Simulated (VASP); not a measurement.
# AlN (Cm) in VASP: further runs

AlN is run at these levels: PBEsol; tasks: single point.

All numbers are computed with VASP 6.6.1; they aren't measurements. Logs are shortened: lines on timing, memory, paths and dates and some standing lists are left out, and cuts for length are marked.

**1. The cell of the first run**

Symmetry: Cm, No. 8, monoclinic system. Conventional cell: a = 5.361 Å, b = 3.095 Å, c = 3.095 Å, α = 90.00°, β = 125.26°, γ = 90.00°. Al (site symmetry m) has 4 N at 1.83 to 1.96 Å within 2.4 Å. Within 2.4 Å of N (site symmetry m) lie 4 Al at 1.83 to 1.96 Å.

**2. Single point, PBEsol (mode 4 frozen in at -0.038 Å and mode 5 at -0.038 Å (largest displacements))**

INCAR

```
SYSTEM = AlN
PREC = Accurate ; ENCUT = 520
EDIFF = 1E-6 ; ISMEAR = 0
SIGMA = 0.05 ; LREAL = .FALSE.
LASPH = .TRUE. ; NELM = 100
ALGO = Normal ; ISIF = 2
LWAVE = .FALSE. ; LCHARG = .TRUE.
GGA = PS ; LELF = .TRUE.
LVHAR = .TRUE. ; NBANDS = 11
```

KPOINTS

```
Automatic mesh
0
G
  10 10 10
  0 0 0
```

POSCAR

```
AlN
1.0
    0.0000000000      2.1886566781      2.1886566781
    2.1886566781      0.0000000000      2.1886566781
    2.1886566781      2.1886566781      0.0000000000
Al N
1 1
Direct
    0.0000000000      0.0090133114      0.0000000000
    0.7500000000      0.7326377520      0.7500000000
```

Potentials or basis: VASP PAW PBE potentials, release 64 (Al, N).

Started as:

```console
cat potpaw_PBE.64/Al/POTCAR potpaw_PBE.64/N/POTCAR > POTCAR
mpirun -np 1 vasp_std > vasp.out
```

OUTCAR:

```text
SYSTEM = AlN
   PREC = Accurate
   ENCUT = 520
   EDIFF = 1E-6
   ISMEAR = 0
   LREAL = .FALSE.
   LASPH = .TRUE.
   NELM = 100
   ISIF = 2
   GGA = PS

 ion  position               nearest neighbor table
   1  0.000  0.009  0.000-   2 1.83   2 1.90   2 1.90   2 1.96
   2  0.750  0.733  0.750-   1 1.83   1 1.90   1 1.90   1 1.96

  LATTYP: Found a face centered cubic cell.
 ALAT       =     4.3773133562

  Lattice vectors:

 A1 = (   0.0000000000,   2.1886566781,   2.1886566781)
 A2 = (   2.1886566781,   0.0000000000,   2.1886566781)
 A3 = (   2.1886566781,   2.1886566781,   0.0000000000)

Analysis of symmetry for initial positions (statically):
=====================================================================
 Subroutine PRICEL returns:
 Original cell was already a primitive cell.

 Routine SETGRP: Setting up the symmetry group for a
 face centered cubic supercell.

 Subroutine GETGRP returns: Found  2 space group operations
 (whereof  2 operations were pure point group operations)
 out of a pool of 48 trial point group operations.

The static configuration has the point symmetry C_1h.

Analysis of symmetry for dynamics (positions and initial velocities):
=====================================================================
 Subroutine PRICEL returns:
 Original cell was already a primitive cell.

 Routine SETGRP: Setting up the symmetry group for a
 face centered cubic supercell.

 Subroutine GETGRP returns: Found  2 space group operations
 (whereof  2 operations were pure point group operations)
 out of a pool of 48 trial point group operations.

The dynamic configuration has the point symmetry C_1h.

 Subroutine INISYM returns: Found  2 space group operations
 (whereof  2 operations are pure point group operations),
 and found     1 'primitive' translations

----------------------------------------------------------------------------------------

                                     Primitive cell

  volume of cell :      20.9683

  direct lattice vectors                    reciprocal lattice vectors
     0.000000000  2.188656678  2.188656678    -0.228450631  0.228450631  0.228450631
     2.188656678  0.000000000  2.188656678     0.228450631 -0.228450631  0.228450631
     2.188656678  2.188656678  0.000000000     0.228450631  0.228450631 -0.228450631

  length of vectors
     3.095227958  3.095227958  3.095227958     0.395688101  0.395688101  0.395688101

  position of ions in fractional coordinates (direct lattice)
     0.000000000  0.009013311  0.000000000
     0.750000000  0.732637752  0.750000000

  ion indices of the primitive-cell ions
   primitive index   ion index
                 1           1
                 2           2

----------------------------------------------------------------------------------------

 KPOINTS: Automatic mesh

Automatic generation of k-mesh.
 Grid dimensions read from file:
 generate k-points for:   10   10   10

 Generating k-lattice:

  Cartesian coordinates                     Fractional coordinates (reciprocal lattice)
    -0.022845063  0.022845063  0.022845063     0.100000000  0.000000000  0.000000000
     0.022845063 -0.022845063  0.022845063     0.000000000  0.100000000  0.000000000
     0.022845063  0.022845063 -0.022845063     0.000000000  0.000000000  0.100000000

  Length of vectors
     0.039568810  0.039568810  0.039568810

  Shift w.r.t. Gamma in fractional coordinates (k-lattice)
     0.000000000  0.000000000  0.000000000

 Subroutine IBZKPT returns following result:
 ===========================================

 Found    282 irreducible k-points:

 Following reciprocal coordinates:
            Coordinates               Weight
  0.000000  0.000000  0.000000      1.000000
  0.100000  0.000000  0.000000      4.000000
  0.000000  0.100000  0.000000      2.000000
  0.100000  0.100000  0.100000      2.000000
  0.200000  0.000000  0.000000      4.000000
  0.000000  0.200000  0.000000      2.000000
[... 16 lines left out ...]
  0.200000  0.100000  0.200000      2.000000
  0.200000  0.200000  0.100000      4.000000
 [... further k-points ...]
   k-points           NKPTS =    282   k-points in BZ     NKDIM =    282   number of bands    NBANDS=     11
   number of dos      NEDOS =    301   number of ions     NIONS =      2
   total plane-waves  NPLWV =  13824
   dimension x,y,z NGX =    24 NGY =   24 NGZ =   24
   dimension x,y,z NGXF=    48 NGYF=   48 NGZF=   48
   ions per type =               1   1
   NGX,Y,Z   is equivalent  to a cutoff of  12.89, 12.89, 12.89 a.u.
   NGXF,Y,Z  is equivalent  to a cutoff of  25.78, 25.78, 25.78 a.u.
 SYSTEM =  AlN
   PREC   = accura    normal or accurate (medium, high low for compatibility)
   ISTART =      0    job   : 0-new  1-cont  2-samecut
   ICHARG =      2    charge: 1-file 2-atom 10-const
   ISPIN  =      1    spin polarized calculation?
   LNONCOLLINEAR =      F non collinear calculations
   LSORBIT =      F    spin-orbit coupling
   LASPH  =      T    aspherical Exc in radial PAW
   ENCUT  =  520.0 eV  38.22 Ry    6.18 a.u.   5.76  5.76  5.76*2*pi/ulx,y,z
   NELM   =    100;   NELMIN=  2; NELMDL= -5     # of ELM steps
   EDIFF  = 0.1E-05   stopping-criterion for ELM
   LREAL  =      F    real-space projection
   EDIFFG = 0.1E-04   stopping-criterion for IOM
   NSW    =      0    number of steps for IOM
   IBRION =     -1    ionic relax: 0-MD 1-quasi-New 2-CG
   NFREE  =      0    steps in history (QN), initial steepest desc. (CG)
   ISIF   =      2    stress and relaxation
   ISYM   =      2    0-nonsym 1-usesym 2-fastsym
   POTIM  = 0.5000    time-step for ionic-motion
   TEBEG  =    0.0;   TEEND  =   0.0 temperature during run
   PSTRESS=    0.0 pullay stress
   NELECT =       8.0000    total number of electrons
   NUPDOWN=      -1.0000    fix difference up-down
   EMIN   =  10.00;   EMAX   =-10.00  energy-range for DOS
   EFERMI =   0.00;   METHOD = LEGACY
   ISMEAR =     0;   SIGMA  =   0.05  broadening in eV -4-tet -1-fermi 0-gaus
   EFERMI_NEDOS =   21; number of points for ismear=-14 and -15
   IALGO  =     38    algorithm
   IMIX   =      4    mixing-type and parameters
     AMIX     =   0.40;   BMIX     =  1.00
     AMIX_MAG =   1.60;   BMIX_MAG =  1.00
  volume/ion in A,a.u.               =      10.48        70.75
  Fermi-wavevector in a.u.,A,eV,Ry     =   1.187364  2.243792 19.181944  1.409833
  Thomas-Fermi vector in A             =   2.323517
   LORBIT       =      0    0 simple, 1 ext, 2 COOP (PROOUT), +10 PAW based schemes
   GGA     = PS    functional components
   LHFCALC =     F    Hartree Fock is set to
   AEXX    =    0.0000 exact exchange contribution
   IVDW    =     0    specifies the selected vdW correction
   LEPSILON=     F    determine dielectric tensor
   LRPA    =     F    only Hartree local field effects (RPA)
 non-spin polarized calculation
 Gauss-broadening in eV      SIGMA  =   0.05
  energy-cutoff  :      520.00
  volume of cell :       20.97
 maximum number of plane-waves:       588
   NGX = 11   NGY = 11   NGZ = 11

 number of electron       8.0000000 magnetization

 Free energy of the ion-electron system (eV)
  ---------------------------------------------------
  ext. energy  EPLUGINS =         0.00000000
  ---------------------------------------------------
  free energy    TOTEN  =       -15.56309047 eV

  energy without entropy =      -15.56309047  energy(sigma->0) =      -15.56309047

 E-fermi :   6.2629     XC(G=0): -11.1004

 val. band max:        6.0258751539   @ k =   0.0000   0.0000   0.0000
 cond. band min:       8.9953982238   @ k =   0.5000   0.0000   0.5000
 fundamental gap:      2.9695230699
 Fermi energy:         6.2628916533

 k-point     1 :       0.0000    0.0000    0.0000
  band No.  band energies     occupation
      1      -9.1056      2.00000
      2       5.5991      2.00000
      3       5.8159      2.00000
      4       6.0259      2.00000
      5       9.8793      0.00000
      6      18.2041      0.00000
      7      18.2186      0.00000
      8      18.2576      0.00000
      9      23.3069      0.00000
     10      23.3315      0.00000
     11      24.4046      0.00000

 k-point     2 :       0.1000    0.0000    0.0000
  band No.  band energies     occupation
      1      -8.9588      2.00000
      2       4.9725      2.00000
      3       5.6038      2.00000
      4       5.9425      2.00000
      5      10.5443      0.00000
      6      17.7670      0.00000
      7      18.3352      0.00000
      8      18.4506      0.00000
      9      22.0547      0.00000
     10      22.1092      0.00000
     11      23.8834      0.00000

 k-point     3 :       0.0000    0.1000    0.0000
  band No.  band energies     occupation
      1      -8.9581      2.00000
      2       4.8264      2.00000
      3       5.7649      2.00000
      4       5.9637      2.00000
      5      10.5073      0.00000
      6      17.8305      0.00000
      7      18.3771      0.00000
      8      18.3918      0.00000
      9      21.9639      0.00000
     10      22.0009      0.00000
     11      24.0731      0.00000

 k-point     4 :       0.1000    0.1000    0.1000
  band No.  band energies     occupation
      1      -8.9596      2.00000
      2       5.1419      2.00000
      3       5.5738      2.00000
      4       5.7637      2.00000
      5      10.5840      0.00000
      6      17.7983      0.00000
      7      18.3108      0.00000
      8      18.3945      0.00000
      9      22.1610      0.00000
     10      22.1856      0.00000
     11      23.7075      0.00000
[... 239 lines left out ...]
 k-point    22 :       0.1000    0.1000   -0.1000
  band No.  band energies     occupation
      1      -8.5817      2.00000
      2       3.7793      2.00000
      3       5.2624      2.00000
      4       5.7024      2.00000
      5      11.5998      0.00000
      6      16.9878      0.00000
      7      18.0254      0.00000
      8      18.7550      0.00000
      9      19.7473      0.00000
     10      23.1770      0.00000
     11      24.6072      0.00000

 k-point    23 :       0.2000    0.1000    0.2000
  band No.  band energies     occupation
      1      -8.5846      2.00000
      2       3.9399      2.00000
      3       5.3265      2.00000
      4       5.4025      2.00000
      5      11.6798      0.00000
      6      16.9575      0.00000
      7      18.0294      0.00000
      8      18.5869      0.00000
      9      19.9047      0.00000
     10      23.4363      0.00000
     11      24.5261      0.00000

 k-point    24 :       0.2000    0.2000    0.1000
  band No.  band energies     occupation
      1      -8.5840      2.00000
      2       3.9053      2.00000
      3       5.2553      2.00000
      4       5.5225      2.00000
      5      11.6625      0.00000
      6      17.0173      0.00000
      7      17.9627      0.00000
      8      18.6664      0.00000
      9      19.8442      0.00000
     10      23.3672      0.00000
     11      24.4856      0.00000

 [... further k-points ...]
[... 5 lines left out ...]
  --------------------------------------------------------------------------------------
  -------------------------------------------------------------------------------------
  Total        0.0822623      0.1677609      0.0822623     -0.5325231     -0.5325231      0.1266589
  in kB        6.2856282     12.8185346      6.2856282    -40.6898501    -40.6898502      9.6779480
  external PRESSURE =       8.4632637 kB  Pullay stress =       0.0000000 kB

 VOLUME and BASIS-vectors are now :
 -----------------------------------------------------------------------------
  energy-cutoff  :      520.00
  volume of cell :       20.97
      direct lattice vectors                 reciprocal lattice vectors
     0.000000000  2.188656678  2.188656678    -0.228450631  0.228450631  0.228450631
     2.188656678  0.000000000  2.188656678     0.228450631 -0.228450631  0.228450631
     2.188656678  2.188656678  0.000000000     0.228450631  0.228450631 -0.228450631

 POSITION                                       TOTAL-FORCE (eV/Angst)
 -----------------------------------------------------------------------------------
      0.01973      0.00000      0.01973        -0.841402      0.202991     -0.841402
      3.24499      3.28299      3.24499         0.841402     -0.202991      0.841402
 -----------------------------------------------------------------------------------
    total drift:                                0.000017      0.000029      0.000017

  FREE ENERGIE OF THE ION-ELECTRON SYSTEM (eV)
  ---------------------------------------------------
  free  energy   TOTEN  =       -15.5630904688 eV

  energy  without entropy=      -15.5630904688  energy(sigma->0) =      -15.56309047
```

Run time: 50 s. Hardware: 1 thread of Intel Xeon Platinum 8488C (Sapphire Rapids), shared host; peak memory 0.18 GiB.

What came out:

```
Free energy            : -15.5631 eV
Pressure               : 0.8 GPa
Largest force          : 1.207 eV/Å
Band gap on the k mesh : 2.97 eV, indirect (least direct gap 3.85 eV)
```

Forces in eV/Å, atoms in the order of the input:
```
Al  -0.841  0.203 -0.841
N    0.841 -0.203  0.841
```

Stress tensor (GPa, compression positive):
```
 0.63 -4.07  0.97
-4.07  1.28 -4.07
 0.97 -4.07  0.63
```

Levels at points of the mesh, in eV from the valence-band top:
```
           k point  band 2  band 3  band 4  band 5  band 6  band 7
(0.00, 0.00, 0.00)   -0.43   -0.21    0.00    3.85   12.18   12.19
(0.50, 0.00, 0.00)   -6.10   -0.84   -0.54    6.99    9.49   10.68
(0.00, 0.50, 0.00)   -6.18   -0.68   -0.51    6.94    9.43   10.77
(0.50, 0.50, 0.50)   -6.00   -0.88   -0.70    7.07    9.56   10.68
(0.50, 0.50, 0.00)   -5.14   -2.10   -1.88    2.98    8.22   13.53
(0.50, 0.00, 0.50)   -5.14   -1.99   -1.98    2.97    8.19   13.53
```

Caveat: the cell differs from its parent crystal (mode 4 frozen in at -0.038 Å and mode 5 at -0.038 Å (largest displacements)); the PAW data sets were made with another functional, which shifts forces and pressure a little.

**3. Single point, PBEsol**

INCAR

```
SYSTEM = AlN
ALGO = Normal
EDIFF = 1E-7
ENCUT = 520
GGA = PS
ISIF = 2
ISMEAR = 0
LASPH = .TRUE.
LCHARG = .FALSE.
LREAL = .FALSE.
LWAVE = .FALSE.
NBANDS = 11
NELM = 60
PREC = Accurate
SIGMA = 0.05
```

KPOINTS

```
k-points
0
G
  10 10 10
  0 0 0
```

POSCAR

```
AlN
1.0
    0.0000000000      2.1886566781      2.1886566781
    2.1886566781      0.0000000000      2.1886566781
    2.1886566781      2.1886566781      0.0000000000
Al N
1 1
Direct
    0.0000000000      0.0135199671      0.0000000000
    0.7500000000      0.7239566280      0.7500000000
```

Potentials or basis: VASP PAW PBE potentials, release 64 (Al, N).

Started as:

```console
cat potpaw_PBE.64/Al/POTCAR potpaw_PBE.64/N/POTCAR > POTCAR
mpirun -np 1 vasp_std > vasp.out
```

It took 46 s on 1 thread of Intel Xeon Platinum 8488C (Sapphire Rapids), shared host; peak memory 0.18 GiB.

The run converged. Its results:

```
Free energy            : -15.5019 eV
Pressure               : 1.9 GPa
Largest force          : 1.868 eV/Å
Band gap on the k mesh : 2.86 eV, indirect (least direct gap 3.74 eV)
```

Forces in eV/Å, atoms in the order of the input:
```
Al  -1.281  0.460 -1.281
N    1.281 -0.460  1.281
```

Stress tensor (GPa, compression positive):
```
 1.39 -6.26  2.17
-6.26  2.90 -6.26
 2.17 -6.26  1.39
```

Levels at points of the mesh, in eV from the valence-band top:
| k point | band 2 | band 3 | band 4 | band 5 | band 6 | band 7 |
| --- | --- | --- | --- | --- | --- | --- |
| (0.00, 0.00, 0.00) | -0.63 | -0.31 | 0.00 | 3.74 | 12.08 | 12.09 |
| (0.50, 0.00, 0.00) | -6.19 | -1.01 | -0.56 | 6.86 | 9.37 | 10.54 |
| (0.00, 0.50, 0.00) | -6.32 | -0.78 | -0.53 | 6.79 | 9.27 | 10.68 |
| (0.50, 0.50, 0.50) | -6.06 | -1.07 | -0.80 | 6.99 | 9.47 | 10.52 |
| (0.50, 0.50, 0.00) | -5.24 | -2.24 | -1.93 | 2.88 | 8.10 | 13.38 |
| (0.50, 0.00, 0.50) | -5.24 | -2.08 | -2.05 | 2.86 | 8.05 | 13.38 |

Caveat: the PAW data sets were made with another functional, which shifts forces and pressure a little.
